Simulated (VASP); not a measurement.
A run of VASP 6.6.1 is set up as follows.

INCAR

```
SYSTEM = Li2Pt
  PREC = Accurate
  ENCUT = 520
  EDIFF = 1E-7
  ISMEAR = -1
  SIGMA = 0.03
  LREAL = .False.
  LASPH = .True.
  NELM = 60
  ALGO = Normal
  ISIF = 2
  LWAVE = .False.
  LCHARG = .True.
  LELF = .True.
  LVHAR = .True.
  NBANDS = 15
```

KPOINTS

```
regular mesh
0
Gamma
  9 9 12
  0 0 0
```

POSCAR

```
Li2Pt
1.0
    4.1719988854      0.0000000000      0.0000000000
   -2.0859994427      3.6130570194      0.0000000000
    0.0000000000      0.0000000000      2.6521002680
Li Pt
2 1
Direct
    0.3333333333      0.6666666667      0.5000000000
    0.6666666667      0.3333333333      0.5000000000
    0.0000000000      0.0000000000      0.0000000000
```

Potentials or basis: VASP PAW LDA potentials, release 64 (Li_sv, Pt).

Run with:

```sh
$ cat potpaw_LDA.64/Li_sv/POTCAR potpaw_LDA.64/Pt/POTCAR > POTCAR
$ mpirun -np 1 vasp_std > vasp.out
```

Task: Predict the band gap on the k mesh.

Result: Zero (band 8 reaches 6.31 eV, above the bottom of band 9 at 4.47 eV).

Caveat: spin-orbit coupling is left out, which moves the levels of the heavy elements.
